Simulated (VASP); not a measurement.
# Lu (P6/mmm) in VASP: further runs, part 2 of 2

VASP 6.6.1. Earlier steps stand in the parts before.

## 5. Single point, revPBE (28.91 Å³/atom)

This run uses another cell than the first one, of 28.91 Å³/atom.

File INCAR:

```
PREC     = Accurate       # precision mode
ENCUT    = 520            # plane-wave cutoff, eV
EDIFF    = 1E-7           # SCF threshold, eV
ISMEAR   = -1             # smearing method
SIGMA    = 0.1            # smearing width, eV
LREAL    = F              # projectors in reciprocal space
LASPH    = T              # aspherical terms in the spheres
NELM     = 60             # most SCF steps
ALGO     = Normal         # electronic algorithm
ISIF     = 2              # what is computed and relaxed
LWAVE    = F              # write WAVECAR
LCHARG   = T              # write CHGCAR
GGA      = RE             # functional
LELF     = T              # ELF
LVHAR    = T            
NBANDS   = 44             # bands
```

File KPOINTS:

```
regular mesh
0
Gamma
  8 8 10
```

File POSCAR:

```
Lu
1.0
    5.4280595776      0.0000000000      0.0000000000
   -2.7140297888      4.7008374874      0.0000000000
    0.0000000000      0.0000000000      3.3991700337
Lu
3
Direct
    0.0000000000      0.0000000000      1.0000000000
    0.3333333333      0.6666666667      0.5000000000
    0.6666666667      0.3333333333      0.5000000000
```

Potentials or basis: VASP PAW PBE potentials, release 64 (Lu).

Run with:

```console
$ cat potpaw_PBE.64/Lu/POTCAR > POTCAR
$ mpirun -np 1 vasp_std > vasp.out
```

OUTCAR:

```text
PREC = Accurate
   ENCUT = 520
   EDIFF = 1E-7
   ISMEAR = -1
   LREAL = F
   LASPH = T
   NELM = 60
   ISIF = 2
   GGA = RE

 ion  position               nearest neighbor table
   1  0.000  0.000  0.000-   2 3.57   3 3.57   2 3.57   3 3.57   2 3.57   2 3.57   3 3.57   3 3.57
                             3 3.57   3 3.57   2 3.57   2 3.57
   2  0.333  0.667  0.500-   3 3.13   3 3.13   3 3.13   1 3.57   1 3.57   1 3.57   1 3.57   1 3.57
                             1 3.57
   3  0.667  0.333  0.500-   2 3.13   2 3.13   2 3.13   1 3.57   1 3.57   1 3.57   1 3.57   1 3.57
                             1 3.57

  LATTYP: Found a hexagonal cell.
 ALAT       =     5.4280595776
 C/A-ratio  =     0.6262219464

  Lattice vectors:

 A1 = (   5.4280595776,   0.0000000000,   0.0000000000)
 A2 = (  -2.7140297888,   4.7008374874,   0.0000000000)
 A3 = (   0.0000000000,   0.0000000000,   3.3991700337)

Analysis of symmetry for initial positions (statically):
=====================================================================
 Subroutine PRICEL returns:
 Original cell was already a primitive cell.

 Routine SETGRP: Setting up the symmetry group for a
 hexagonal supercell.

 Subroutine GETGRP returns: Found 24 space group operations
 (whereof 24 operations were pure point group operations)
 out of a pool of 24 trial point group operations.

The static configuration has the point symmetry D_6h.

Analysis of symmetry for dynamics (positions and initial velocities):
=====================================================================
 Subroutine PRICEL returns:
 Original cell was already a primitive cell.

 Routine SETGRP: Setting up the symmetry group for a
 hexagonal supercell.

 Subroutine GETGRP returns: Found 24 space group operations
 (whereof 24 operations were pure point group operations)
 out of a pool of 24 trial point group operations.

The dynamic configuration has the point symmetry D_6h.

 Subroutine INISYM returns: Found 24 space group operations
 (whereof 24 operations are pure point group operations),
 and found     1 'primitive' translations

----------------------------------------------------------------------------------------

                                     Primitive cell

  volume of cell :      86.7347

  direct lattice vectors                    reciprocal lattice vectors
     5.428059578  0.000000000  0.000000000     0.184227897  0.106364026  0.000000000
    -2.714029789  4.700837487  0.000000000     0.000000000  0.212728052  0.000000000
     0.000000000  0.000000000  3.399170034     0.000000000  0.000000000  0.294189461

  length of vectors
     5.428059578  5.428059578  3.399170034     0.212728052  0.212728052  0.294189461

  position of ions in fractional coordinates (direct lattice)
     0.000000000  0.000000000  0.000000000
     0.333333333  0.666666667  0.500000000
     0.666666667  0.333333333  0.500000000

  ion indices of the primitive-cell ions
   primitive index   ion index
                 1           1
                 2           2
                 3           3

----------------------------------------------------------------------------------------

 KPOINTS: regular mesh

Automatic generation of k-mesh.
 Grid dimensions read from file:
 generate k-points for:    8    8   10

 Generating k-lattice:

  Cartesian coordinates                     Fractional coordinates (reciprocal lattice)
     0.023028487  0.013295503  0.000000000     0.125000000  0.000000000  0.000000000
     0.000000000  0.026591006  0.000000000     0.000000000  0.125000000  0.000000000
     0.000000000  0.000000000  0.029418946     0.000000000  0.000000000  0.100000000

  Length of vectors
     0.026591006  0.026591006  0.029418946

  Shift w.r.t. Gamma in fractional coordinates (k-lattice)
     0.000000000  0.000000000  0.000000000

 Subroutine IBZKPT returns following result:
 ===========================================

 Found     60 irreducible k-points:

 Following reciprocal coordinates:
            Coordinates               Weight
  0.000000  0.000000  0.000000      1.000000
  0.125000  0.000000  0.000000      6.000000
  0.250000  0.000000  0.000000      6.000000
  0.375000  0.000000  0.000000      6.000000
  0.500000  0.000000  0.000000      3.000000
  0.125000  0.125000  0.000000      6.000000
[... 16 lines left out ...]
  0.250000  0.000000  0.200000     12.000000
  0.375000  0.000000  0.200000     12.000000
 [... further k-points ...]
   k-points           NKPTS =     60   k-points in BZ     NKDIM =     60   number of bands    NBANDS=     44
   number of dos      NEDOS =    301   number of ions     NIONS =      3
   total plane-waves  NPLWV =  44800
   dimension x,y,z NGX =    40 NGY =   40 NGZ =   28
   dimension x,y,z NGXF=    80 NGYF=   80 NGZF=   56
   ions per type =               3
   NGX,Y,Z   is equivalent  to a cutoff of  12.25, 12.25, 13.69 a.u.
   NGXF,Y,Z  is equivalent  to a cutoff of  24.50, 24.50, 27.39 a.u.
 SYSTEM =  unknown system
   PREC   = accura    normal or accurate (medium, high low for compatibility)
   ISTART =      0    job   : 0-new  1-cont  2-samecut
   ICHARG =      2    charge: 1-file 2-atom 10-const
   ISPIN  =      1    spin polarized calculation?
   LNONCOLLINEAR =      F non collinear calculations
   LSORBIT =      F    spin-orbit coupling
   LASPH  =      T    aspherical Exc in radial PAW
   ENCUT  =  520.0 eV  38.22 Ry    6.18 a.u.  10.09 10.09  6.32*2*pi/ulx,y,z
   NELM   =     60;   NELMIN=  2; NELMDL= -5     # of ELM steps
   EDIFF  = 0.1E-06   stopping-criterion for ELM
   LREAL  =      F    real-space projection
   EDIFFG = 0.1E-05   stopping-criterion for IOM
   NSW    =      0    number of steps for IOM
   IBRION =     -1    ionic relax: 0-MD 1-quasi-New 2-CG
   NFREE  =      0    steps in history (QN), initial steepest desc. (CG)
   ISIF   =      2    stress and relaxation
   ISYM   =      2    0-nonsym 1-usesym 2-fastsym
   POTIM  = 0.5000    time-step for ionic-motion
   TEBEG  =    0.0;   TEEND  =   0.0 temperature during run
   PSTRESS=    0.0 pullay stress
   NELECT =      75.0000    total number of electrons
   NUPDOWN=      -1.0000    fix difference up-down
   EMIN   =  10.00;   EMAX   =-10.00  energy-range for DOS
   EFERMI =   0.00;   METHOD = LEGACY
   ISMEAR =    -1;   SIGMA  =   0.10  broadening in eV -4-tet -1-fermi 0-gaus
   EFERMI_NEDOS =   21; number of points for ismear=-14 and -15
   IALGO  =     38    algorithm
   IMIX   =      4    mixing-type and parameters
     AMIX     =   0.40;   BMIX     =  1.00
     AMIX_MAG =   1.60;   BMIX_MAG =  1.00
  volume/ion in A,a.u.               =      28.91       195.10
  Fermi-wavevector in a.u.,A,eV,Ry     =   1.559664  2.947337 33.096870  2.432551
  Thomas-Fermi vector in A             =   2.662989
   LORBIT       =      0    0 simple, 1 ext, 2 COOP (PROOUT), +10 PAW based schemes
   GGA     = RE    functional components
   LHFCALC =     F    Hartree Fock is set to
   AEXX    =    0.0000 exact exchange contribution
   IVDW    =     0    specifies the selected vdW correction
   LEPSILON=     F    determine dielectric tensor
   LRPA    =     F    only Hartree local field effects (RPA)
 non-spin polarized calculation
  energy-cutoff  :      520.00
  volume of cell :       86.73
 maximum number of plane-waves:      2364
   NGX = 21   NGY = 21   NGZ = 13

 number of electron      75.0000020 magnetization

 Free energy of the ion-electron system (eV)
  ---------------------------------------------------
  ext. energy  EPLUGINS =         0.00000000
  ---------------------------------------------------
  free energy    TOTEN  =       -12.51681962 eV

  energy without entropy =      -12.35023418  energy(sigma->0) =      -12.43352690

 E-fermi :   2.2835     XC(G=0): -10.5828

 val. band max:        2.2652290768   @ k =   0.0000   0.0000   0.0000
 cond. band min:       2.2859360187   @ k =   0.2500   0.0000   0.2000
 fundamental gap:      0.0207069419
 Fermi energy:         2.2834651696

 k-point     1 :       0.0000    0.0000    0.0000
  band No.  band energies     occupation
      1     -53.9746      2.00000
      2     -53.9212      2.00000
      3     -53.8235      2.00000
      4     -24.8417      2.00000
      5     -24.8417      2.00000
      6     -24.5885      2.00000
[... 36 lines left out ...]
     43       5.2969      0.00000
     44       5.7863      0.00000
[... 1040 lines left out ...]
      4     -24.8912      2.00000
      5     -24.7715      2.00000
      6     -24.6021      2.00000
[... 36 lines left out ...]
     43       4.4444      0.00000
     44       5.4291      0.00000

 [... further k-points ...]
[... 5 lines left out ...]
  --------------------------------------------------------------------------------------
  -------------------------------------------------------------------------------------
  Total        1.0088702      1.0088702      1.0344761      0.0000000     -0.0000000     -0.0000000
  in kB       18.6360183     18.6360183     19.1090151      0.0000000     -0.0000000     -0.0000000
  external PRESSURE =      18.7936839 kB  Pullay stress =       0.0000000 kB

 VOLUME and BASIS-vectors are now :
 -----------------------------------------------------------------------------
  energy-cutoff  :      520.00
  volume of cell :       86.73
      direct lattice vectors                 reciprocal lattice vectors
     5.428059578  0.000000000  0.000000000     0.184227897  0.106364026  0.000000000
    -2.714029789  4.700837487  0.000000000     0.000000000  0.212728052  0.000000000
     0.000000000  0.000000000  3.399170034     0.000000000  0.000000000  0.294189461

 POSITION                                       TOTAL-FORCE (eV/Angst)
 -----------------------------------------------------------------------------------
      0.00000      0.00000      0.00000         0.000000      0.000000      0.000000
     -0.00000      3.13389      1.69959         0.000000      0.000000      0.000000
      2.71403      1.56695      1.69959        -0.000000      0.000000      0.000000
 -----------------------------------------------------------------------------------
    total drift:                               -0.000000      0.000000      0.000000

  FREE ENERGIE OF THE ION-ELECTRON SYSTEM (eV)
  ---------------------------------------------------
  free  energy   TOTEN  =       -12.5168196242 eV

  energy  without entropy=      -12.3502341781  energy(sigma->0) =      -12.43352690
```

It took 3.2 min on 1 thread of Intel Xeon Platinum 8124M at 3.00GHz (Skylake/Cascade Lake), shared host; peak memory 0.32 GiB.

What came out:

```yaml
Free_energy: -12.5168 eV
Pressure: 1.9 GPa
Band_gap_on_the_k_mesh: zero (an odd number of electrons rules out a gap without spin polarisation)
```

Caveat: the PAW data sets were made with another functional, which shifts forces and pressure a little; spin-orbit coupling is left out, which moves the levels of the heavy elements.

## 6. The runs side by side

```tsv
cell	k mesh	gap on the mesh (eV)	pressure (GPa)
a = 5.502, b = 5.502, c = 3.446 Å, angles 90.0, 90.0, 120.0°, 3 atoms	7 × 7 × 9	none	0.1
a = 5.273, b = 5.273, c = 3.302 Å, angles 90.0, 90.0, 120.0°, 3 atoms	8 × 8 × 10	none	6.8
a = 5.352, b = 5.352, c = 3.351 Å, angles 90.0, 90.0, 120.0°, 3 atoms	8 × 8 × 10	none	4.3
a = 5.428, b = 5.428, c = 3.399 Å, angles 90.0, 90.0, 120.0°, 3 atoms	8 × 8 × 10	none	1.9
```

Alike in all rows: task single point; level revPBE; potentials or basis VASP PAW PBE potentials, release 64 (Lu); no spin polarisation; cutoff (eV) 520; smearing fermi-dirac 0.1 eV.

Caveats: the PAW data sets were made with another functional, which shifts forces and pressure a little; spin-orbit coupling is left out, which moves the levels of the heavy elements; the cell stands under pressure (at least some runs).

Total energies depend on the potentials used, so only differences within one code and one set of settings carry meaning.

The gap in the log of VASP goes by the Fermi energy; the results here count the filled bands.